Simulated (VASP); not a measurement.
# HC8 in VASP: single point with LDA

Aim: the single point of HC8 with LDA.

Everything below comes from runs of VASP 6.6.1. Logs are shortened: lines on timing, memory, paths and dates and some standing lists are left out, and cuts for length are marked.

### Step 1. The cell of the first run

The cell holds a slab with vacuum, 9 atoms: a = 2.497 Å, b = 2.497 Å, c = 24.767 Å, α = 90.00°, β = 90.00°, γ = 120.00°.

### Step 2. Single point, LDA

INCAR reads:

```
SYSTEM = HC8
ALGO = Normal ; DIPOL = 0.5 0.5 0.503
EDIFF = 1E-6 ; ENCUT = 520
GGA = CA ; IDIPOL = 3
ISIF = 2 ; ISMEAR = 0
LASPH = .True. ; LCHARG = .True.
LDIPOL = .True. ; LELF = .True.
LREAL = .False. ; LVACPOTAV = .True.
LVHAR = .True. ; LWAVE = .False.
NBANDS = 26 ; NELM = 100
PREC = Accurate ; SIGMA = 0.05
```

KPOINTS reads:

```
k-points
0
Gamma
  12 12 1
  0 0 0
```

POSCAR reads:

```
HC8
1.0
    2.4973156147      0.0000000000      0.0000000000
   -1.2486578074      2.1627387636      0.0000000000
    0.0000000000      0.0000000000     24.7669113980
H C
1 8
Direct
    0.0000000000      0.0000000000      0.3431998388
    0.0000000000      0.0000000000      0.3892289937
    0.6666666667      0.3333333333      0.4098113912
    0.6666666667      0.3333333333      0.4715585837
    0.3333333333      0.6666666667      0.4921409812
    0.3333333333      0.6666666667      0.5544379417
    0.0000000000      0.0000000000      0.5738982715
    0.0000000000      0.0000000000      0.6410627654
    0.6666666667      0.3333333333      0.6514387791
```

Potentials or basis: VASP PAW LDA potentials, release 64 (H, C).

The run is started by

```sh
$ cat potpaw_LDA.64/H/POTCAR potpaw_LDA.64/C/POTCAR > POTCAR
$ mpirun -np 1 vasp_std > vasp.out
```

OUTCAR:

```text
SYSTEM = HC8
   EDIFF = 1E-6
   ENCUT = 520
   GGA = CA
   ISIF = 2
   ISMEAR = 0
   LASPH = .True.
   LREAL = .False.
   NELM = 100
   PREC = Accurate

 ion  position               nearest neighbor table
   1  0.000  0.000  0.343-   2 1.14
   2  0.000  0.000  0.389-   1 1.14   3 1.53   3 1.53   3 1.53
   3  0.667  0.333  0.410-   2 1.53   4 1.53   2 1.53   2 1.53
   4  0.667  0.333  0.472-   5 1.53   5 1.53   3 1.53   5 1.53
   5  0.333  0.667  0.492-   4 1.53   4 1.53   4 1.53   6 1.54
   6  0.333  0.667  0.554-   7 1.52   7 1.52   7 1.52   5 1.54
   7  0.000  0.000  0.574-   6 1.52   6 1.52   6 1.52   8 1.66
   8  0.000  0.000  0.641-   9 1.46   9 1.46   9 1.46   7 1.66
   9  0.667  0.333  0.651-   8 1.46   8 1.46   8 1.46

  LATTYP: Found a hexagonal cell.
 ALAT       =     2.4973156147
 C/A-ratio  =     9.9174134227

  Lattice vectors:

 A1 = (   2.4973156147,   0.0000000000,   0.0000000000)
 A2 = (  -1.2486578074,   2.1627387636,   0.0000000000)
 A3 = (   0.0000000000,   0.0000000000,  24.7669113980)

Analysis of symmetry for initial positions (statically):
=====================================================================
 Subroutine PRICEL returns:
 Original cell was already a primitive cell.

 Routine SETGRP: Setting up the symmetry group for a
 hexagonal supercell.

 Subroutine GETGRP returns: Found  6 space group operations
 (whereof  6 operations were pure point group operations)
 out of a pool of 24 trial point group operations.

The static configuration has the point symmetry C_3v.

Analysis of symmetry for dynamics (positions and initial velocities):
=====================================================================
 Subroutine PRICEL returns:
 Original cell was already a primitive cell.

 Routine SETGRP: Setting up the symmetry group for a
 hexagonal supercell.

 Subroutine GETGRP returns: Found  6 space group operations
 (whereof  6 operations were pure point group operations)
 out of a pool of 24 trial point group operations.

The dynamic configuration has the point symmetry C_3v.

 Subroutine INISYM returns: Found  6 space group operations
 (whereof  6 operations are pure point group operations),
 and found     1 'primitive' translations

----------------------------------------------------------------------------------------

                                     Primitive cell

  volume of cell :     133.7671

  direct lattice vectors                    reciprocal lattice vectors
     2.497315615  0.000000000  0.000000000     0.400429963  0.231188347  0.000000000
    -1.248657807  2.162738764  0.000000000     0.000000000  0.462376694  0.000000000
     0.000000000  0.000000000 24.766911398     0.000000000  0.000000000  0.040376452

  length of vectors
     2.497315615  2.497315615 24.766911398     0.462376694  0.462376694  0.040376452

  position of ions in fractional coordinates (direct lattice)
     0.000000000  0.000000000  0.343199839
     0.000000000  0.000000000  0.389228994
     0.666666667  0.333333333  0.409811391
     0.666666667  0.333333333  0.471558584
     0.333333333  0.666666667  0.492140981
     0.333333333  0.666666667  0.554437942
     0.000000000  0.000000000  0.573898271
     0.000000000  0.000000000  0.641062765
     0.666666667  0.333333333  0.651438779

  ion indices of the primitive-cell ions
   primitive index   ion index
                 1           1
                 2           2
                 3           3
                 4           4
                 5           5
                 6           6
                 7           7
                 8           8
                 9           9

----------------------------------------------------------------------------------------

 KPOINTS: k-points

Automatic generation of k-mesh.
 Grid dimensions read from file:
 generate k-points for:   12   12    1

 Generating k-lattice:

  Cartesian coordinates                     Fractional coordinates (reciprocal lattice)
     0.033369164  0.019265696  0.000000000     0.083333333  0.000000000  0.000000000
     0.000000000  0.038531391  0.000000000     0.000000000  0.083333333  0.000000000
     0.000000000  0.000000000  0.040376452     0.000000000  0.000000000  1.000000000

  Length of vectors
     0.038531391  0.038531391  0.040376452

  Shift w.r.t. Gamma in fractional coordinates (k-lattice)
     0.000000000  0.000000000  0.000000000

 Subroutine IBZKPT returns following result:
 ===========================================

 Found     19 irreducible k-points:

 Following reciprocal coordinates:
            Coordinates               Weight
  0.000000  0.000000  0.000000      1.000000
  0.083333  0.000000  0.000000      6.000000
  0.166667  0.000000  0.000000      6.000000
  0.250000  0.000000  0.000000      6.000000
  0.333333  0.000000  0.000000      6.000000
  0.416667  0.000000  0.000000      6.000000
[... 11 lines left out ...]
  0.333333  0.250000  0.000000     12.000000
  0.333333  0.333333  0.000000      2.000000
   k-points           NKPTS =     19   k-points in BZ     NKDIM =     19   number of bands    NBANDS=     26
   number of dos      NEDOS =    301   number of ions     NIONS =      9
   total plane-waves  NPLWV =  76800
   dimension x,y,z NGX =    20 NGY =   20 NGZ =  192
   dimension x,y,z NGXF=    40 NGYF=   40 NGZF=  384
   ions per type =               1   8
   NGX,Y,Z   is equivalent  to a cutoff of  13.31, 13.31, 12.89 a.u.
   NGXF,Y,Z  is equivalent  to a cutoff of  26.63, 26.63, 25.78 a.u.
 SYSTEM =  HC8
   PREC   = accura    normal or accurate (medium, high low for compatibility)
   ISTART =      0    job   : 0-new  1-cont  2-samecut
   ICHARG =      2    charge: 1-file 2-atom 10-const
   ISPIN  =      1    spin polarized calculation?
   LNONCOLLINEAR =      F non collinear calculations
   LSORBIT =      F    spin-orbit coupling
   LASPH  =      T    aspherical Exc in radial PAW
   ENCUT  =  520.0 eV  38.22 Ry    6.18 a.u.   4.64  4.64 46.05*2*pi/ulx,y,z
   NELM   =    100;   NELMIN=  2; NELMDL= -5     # of ELM steps
   EDIFF  = 0.1E-05   stopping-criterion for ELM
   LREAL  =      F    real-space projection
   EDIFFG = 0.1E-04   stopping-criterion for IOM
   NSW    =      0    number of steps for IOM
   IBRION =     -1    ionic relax: 0-MD 1-quasi-New 2-CG
   NFREE  =      0    steps in history (QN), initial steepest desc. (CG)
   ISIF   =      2    stress and relaxation
   ISYM   =      2    0-nonsym 1-usesym 2-fastsym
   POTIM  = 0.5000    time-step for ionic-motion
   TEBEG  =    0.0;   TEEND  =   0.0 temperature during run
   PSTRESS=    0.0 pullay stress
   NELECT =      33.0000    total number of electrons
   NUPDOWN=      -1.0000    fix difference up-down
   EMIN   =  10.00;   EMAX   =-10.00  energy-range for DOS
   EFERMI =   0.00;   METHOD = LEGACY
   ISMEAR =     0;   SIGMA  =   0.05  broadening in eV -4-tet -1-fermi 0-gaus
   EFERMI_NEDOS =   21; number of points for ismear=-14 and -15
   IALGO  =     38    algorithm
   IMIX   =      4    mixing-type and parameters
     AMIX     =   0.40;   BMIX     =  1.00
     AMIX_MAG =   1.60;   BMIX_MAG =  1.00
  volume/ion in A,a.u.               =      14.86       100.30
  Fermi-wavevector in a.u.,A,eV,Ry     =   1.026746  1.940269 14.343362  1.054207
  Thomas-Fermi vector in A             =   2.160655
   LORBIT       =      0    0 simple, 1 ext, 2 COOP (PROOUT), +10 PAW based schemes
   GGA     = CA    functional components
   LHFCALC =     F    Hartree Fock is set to
   AEXX    =    0.0000 exact exchange contribution
   IVDW    =     0    specifies the selected vdW correction
   LEPSILON=     F    determine dielectric tensor
   LRPA    =     F    only Hartree local field effects (RPA)
 non-spin polarized calculation
 Gauss-broadening in eV      SIGMA  =   0.05
  energy-cutoff  :      520.00
  volume of cell :      133.77
 maximum number of plane-waves:      3634
 NGX is ok and might be reduce to    20
   NGX =  9   NGY =  9   NGZ = 93

 number of electron      33.0000000 magnetization

 dipolmoment           0.000000      0.000000      0.104912 electrons x Angstroem

 Free energy of the ion-electron system (eV)
  ---------------------------------------------------
  ext. energy  EPLUGINS =         0.00000000
  ---------------------------------------------------
  free energy    TOTEN  =       -82.51031669 eV

  energy without entropy =      -82.50809991  energy(sigma->0) =      -82.50920830

 E-fermi :   1.9142     XC(G=0):  -5.4460

 val. band max:        1.8680465946   @ k =   0.3333   0.0833   0.0000
 cond. band min:       1.9286790804   @ k =   0.3333   0.0000   0.0000
 fundamental gap:      0.0606324857
 Fermi energy:         1.9142436439

 k-point     1 :       0.0000    0.0000    0.0000
  band No.  band energies     occupation
      1     -21.3290      2.00000
      2     -20.0446      2.00000
      3     -18.3568      2.00000
      4     -16.4089      2.00000
      5     -12.1940      2.00000
      6      -9.0533      2.00000
[... 18 lines left out ...]
     25       7.5844      0.00000
     26       7.6941      0.00000

 k-point     2 :       0.0833    0.0000    0.0000
  band No.  band energies     occupation
      1     -21.1554      2.00000
      2     -19.8733      2.00000
      3     -18.1902      2.00000
      4     -16.2516      2.00000
      5     -12.0362      2.00000
      6      -8.9101      2.00000
[... 18 lines left out ...]
     25       7.5939      0.00000
     26       7.9452      0.00000

 k-point     3 :       0.1667    0.0000    0.0000
  band No.  band energies     occupation
      1     -20.6365      2.00000
      2     -19.3613      2.00000
      3     -17.6923      2.00000
      4     -15.7821      2.00000
      5     -11.5755      2.00000
      6      -8.5006      2.00000
[... 18 lines left out ...]
     25       8.0286      0.00000
     26       8.2504      0.00000

 k-point     4 :       0.2500    0.0000    0.0000
  band No.  band energies     occupation
      1     -19.7779      2.00000
      2     -18.5153      2.00000
      3     -16.8718      2.00000
      4     -15.0104      2.00000
      5     -10.8795      2.00000
      6      -8.1156      2.00000
[... 18 lines left out ...]
     25       8.6282      0.00000
     26       8.9820      0.00000

 k-point     5 :       0.3333    0.0000    0.0000
  band No.  band energies     occupation
      1     -18.5927      2.00000
      2     -17.3510      2.00000
      3     -15.7513      2.00000
      4     -13.9695      2.00000
      5     -10.7422      2.00000
      6      -9.9567      2.00000
[... 18 lines left out ...]
     25       9.0286      0.00000
     26       9.2960      0.00000

 k-point     6 :       0.4167    0.0000    0.0000
  band No.  band energies     occupation
      1     -17.1150      2.00000
      2     -15.9251      2.00000
      3     -14.4739      2.00000
      4     -13.1216      2.00000
      5     -12.2569      2.00000
      6     -11.6571      2.00000
[... 282 lines left out ...]
 k-point    16 :       0.4167    0.1667    0.0000
  band No.  band energies     occupation
      1     -15.2446      2.00000
      2     -14.7953      2.00000
      3     -13.8658      2.00000
      4     -13.0221      2.00000
      5     -12.1914      2.00000
      6     -11.6976      2.00000
[... 18 lines left out ...]
     25      10.0160      0.00000
     26      10.7070      0.00000

 k-point    17 :       0.2500    0.2500    0.0000
  band No.  band energies     occupation
      1     -16.7872      2.00000
      2     -15.5933      2.00000
      3     -14.0996      2.00000
      4     -12.5004      2.00000
      5     -11.3532      2.00000
      6     -10.6837      2.00000
[... 18 lines left out ...]
     25      10.9668      0.00000
     26      11.3300      0.00000

 k-point    18 :       0.3333    0.2500    0.0000
  band No.  band energies     occupation
      1     -15.2686      2.00000
      2     -14.2707      2.00000
      3     -13.3987      2.00000
      4     -12.4680      2.00000
      5     -11.8596      2.00000
      6     -11.3020      2.00000
[... 18 lines left out ...]
     25      11.1899      0.00000
     26      11.7936      0.00000

 k-point    19 :       0.3333    0.3333    0.0000
  band No.  band energies     occupation
      1     -14.0084      2.00000
      2     -14.0041      2.00000
      3     -13.3391      2.00000
      4     -12.5774      2.00000
      5     -11.5802      2.00000
      6     -11.4417      2.00000
[... 18 lines left out ...]
     25      12.0585      0.00000
     26      12.5224      0.00000

------------------------ aborting loop because EDIFF is reached ----------------------------------------

  FORCE on cell =-STRESS in cart. coord.  units (eV):
  Direction    XX          YY          ZZ          XY          YZ          ZX
  --------------------------------------------------------------------------------------
  -------------------------------------------------------------------------------------
  Total        0.4883417      0.4883417     -1.1428285     -0.0000000     -0.0000000     -0.0000000
  in kB        5.8490465      5.8490465    -13.6880726     -0.0000000     -0.0000000     -0.0000000
  external PRESSURE =      -0.6633266 kB  Pullay stress =       0.0000000 kB

 VOLUME and BASIS-vectors are now :
 -----------------------------------------------------------------------------
  energy-cutoff  :      520.00
  volume of cell :      133.77
      direct lattice vectors                 reciprocal lattice vectors
     2.497315615  0.000000000  0.000000000     0.400429963  0.231188347  0.000000000
    -1.248657807  2.162738764  0.000000000     0.000000000  0.462376694  0.000000000
     0.000000000  0.000000000 24.766911398     0.000000000  0.000000000  0.040376452

 POSITION                                       TOTAL-FORCE (eV/Angst)
 -----------------------------------------------------------------------------------
      0.00000      0.00000      8.50000        -0.000000      0.000000      0.731334
      0.00000      0.00000      9.64000        -0.000000      0.000000      0.280375
      1.24866      0.72091     10.14976        -0.000000      0.000000     -1.091187
      1.24866      0.72091     11.67905         0.000000     -0.000000      0.122976
     -0.00000      1.44183     12.18881         0.000000      0.000000     -0.102716
     -0.00000      1.44183     13.73172         0.000000     -0.000000     -0.021509
      0.00000      0.00000     14.21369        -0.000000     -0.000000      0.047962
      0.00000      0.00000     15.87714         0.000000     -0.000000      0.007581
      1.24866      0.72091     16.13413        -0.000000      0.000000      0.025185
 -----------------------------------------------------------------------------------
    total drift:                               -0.000000     -0.000000      0.000377

  FREE ENERGIE OF THE ION-ELECTRON SYSTEM (eV)
  ---------------------------------------------------
  free  energy   TOTEN  =       -82.5103166918 eV

  energy  without entropy=      -82.5080999135  energy(sigma->0) =      -82.50920830

 vacuum level on the upper side and lower side of the slab         6.841         3.326
```

Run time: 3.6 min. Hardware: 1 thread of Intel Xeon 8259CL, shared host; peak memory 0.23 GiB.

What came out:

```yaml
Free_energy: -82.5103 eV
Largest_force: 1.091 eV/Å
Band_gap_on_the_k_mesh: zero (an odd number of electrons rules out a gap without spin polarisation)
```

Forces in eV/Å, atoms in the order of the input:
```
H    0.000  0.000  0.731
C    0.000  0.000  0.280
C    0.000  0.000 -1.091
C    0.000  0.000  0.123
C    0.000  0.000 -0.103
C    0.000  0.000 -0.022
C    0.000  0.000  0.048
C    0.000  0.000  0.008
C    0.000  0.000  0.025
```

The gap in the log of VASP goes by the Fermi energy; the results here count the filled bands.